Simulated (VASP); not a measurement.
**Ta2N: single point with PBEsol**

The system is Ta2N.

```
CELL_PARAMETERS angstrom
3.19012 0.00000 0.00000
-1.59506 2.76272 0.00000
0.00000 0.00000 4.85090
ATOMIC_POSITIONS crystal
Ta 0.66667 0.33333 0.74637
Ta 0.33333 0.66667 0.25363
N 0.00000 0.00000 0.00000
```

```json
{"Program": "VASP 6.6.1", "Task": "single point", "Functional": "PBEsol", "Potentials or basis": "VASP PAW PBE potentials, release 64 (Ta_pv, N)", "Cutoff": "520 eV", "k mesh": "18 × 18 × 10", "Occupations": "gaussian, width 0.15 eV", "Spin": "no spin polarisation", "Dipole correction": "no", "Further INCAR settings": "ALGO = Normal; EDIFF = 1e-06; NBANDS = 20"}
```

The pressure is -19.1 GPa and the largest force is 0.570 eV/Å. The band gap on the k mesh is zero (an odd number of electrons rules out a gap without spin polarisation).

Forces in eV/Å, atoms in the order of the input:
```
Ta   0.000  0.000  0.570
Ta   0.000  0.000 -0.570
N    0.000  0.000  0.000
```

Stress tensor (GPa, compression positive):
```
-20.90   0.00   0.00
  0.00 -20.90   0.00
  0.00   0.00 -15.52
```

Levels at points of the mesh, in eV from the Fermi level:
```csv
k point,band 11,band 12,band 13,band 14,band 15,band 16
"(0.00, 0.00, 0.00)",-4.85,-0.36,-0.21,-0.21,0.08,0.08
"(0.50, 0.00, 0.00)",-4.26,-2.56,-1.40,1.57,2.03,3.34
"(0.00, 0.00, 0.50)",-2.48,-2.46,-1.16,-1.16,1.56,1.84
"(0.50, 0.00, 0.50)",-3.04,-2.11,-2.09,-0.03,0.63,2.85
```

Run time: 110 s on 1 thread of Intel(R) Xeon(R) Platinum 8559C (Emerald Rapids), with other jobs on the host, peak memory 0.35 GiB.

Caveat: the stress differs along the axes, from -21 to -16 GPa; the PAW data sets were made with another functional, which shifts forces and pressure a little; spin-orbit coupling is left out, which moves the levels of the heavy elements.
